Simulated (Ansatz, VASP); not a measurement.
**Sn3PbSe4: VASP beside Ansatz**

Contents of INCAR:

```
SYSTEM = Sn3PbSe4
PREC = Accurate ; ENCUT = 520
EDIFF = 1E-6 ; ISMEAR = 0
SIGMA = 0.1 ; LREAL = .False.
LASPH = .True. ; NELM = 80
ALGO = Normal ; ISIF = 2
LWAVE = .False. ; LCHARG = .False.
GGA = PE ; NBANDS = 50
```

File KPOINTS:

```
Automatic mesh
0
Gamma
  4 4 2
  0 0 0
```

POSCAR

```
Sn3PbSe4
1.0
    4.3212560100      0.0000000000      0.0000000000
    0.0000000000      6.1111788500      0.0000000000
    0.0000000000      0.0000000000      8.6425120200
Sn Pb Se
3 1 4
Direct
    0.0000000000      0.0000000000      0.7500000000
    0.0000000000      0.0000000000      0.2500000000
    0.5000000000      0.5000000000      0.5000000000
    0.5000000000      0.5000000000      0.0000000000
    0.0000000000      0.5000000000      0.7500000000
    0.5000000000      0.0000000000      0.0000000000
    0.0000000000      0.5000000000      0.2500000000
    0.5000000000      0.0000000000      0.5000000000
```

Input for Ansatz:

```yaml
crystal:
  lattice:
    - [4.32125601, 0.0, 0.0]
    - [0.0, 6.11117885, 0.0]
    - [0.0, 0.0, 8.64251202]
  atoms:
    - { symbol: Sn, position: [0.0, 0.0, 0.75] }
    - { symbol: Sn, position: [0.0, 0.0, 0.25] }
    - { symbol: Sn, position: [0.5, 0.5, 0.5] }
    - { symbol: Pb, position: [0.5, 0.5, 0.0] }
    - { symbol: Se, position: [0.0, 0.5, 0.75] }
    - { symbol: Se, position: [0.5, 0.0, 0.0] }
    - { symbol: Se, position: [0.0, 0.5, 0.25] }
    - { symbol: Se, position: [0.5, 0.0, 0.5] }
basis:
  ecutwfc: 420
kpoints:
  mp_grid: { grid: [4, 4, 2] }
hamiltonian:
  xc: pbe
scf:
  occupations: { method: gaussian, width: 0.1 }
  lower_state_search: "off"
output:
  forces: true
  stress: true
  eigenvalues: true
```

Alike in both runs: task single point; functional PBE; k mesh 4 × 4 × 2; occupations gaussian, width 0.1 eV; no spin polarisation.

```csv
,VASP,Ansatz
version,VASP 6.6.1,Ansatz 0.2.0
potentials or method,"VASP PAW PBE potentials, release 64 (Sn_d, Pb_d, Se), cutoff 520 eV","scalar-relativistic, plane waves, PAW"
valence electrons in the cell,80,120
```

|  | VASP | Ansatz | Ansatz less VASP |
| --- | --- | --- | --- |
| gap on the k mesh at the Fermi level (eV) | 0.07 | 0.07 | +0.002 |
| least direct gap on the mesh (eV) | 0.07 | 0.07 | +0.002 |
| pressure (GPa) | -0.6 | -0.6 | +0.02 |
| rms of the force components (eV/Å) | 0.082 | 0.083 | +0.0002 |

Atom by atom the forces differ by 0.000 eV/Å (rms over components). The functional is the same, so the differences come from potentials, cutoffs and numerics. VASP's potentials hold 80 valence electrons a cell and Ansatz's 120, so a difference there can come from the potentials and not from the codes.

Neither program's run includes spin-orbit coupling.
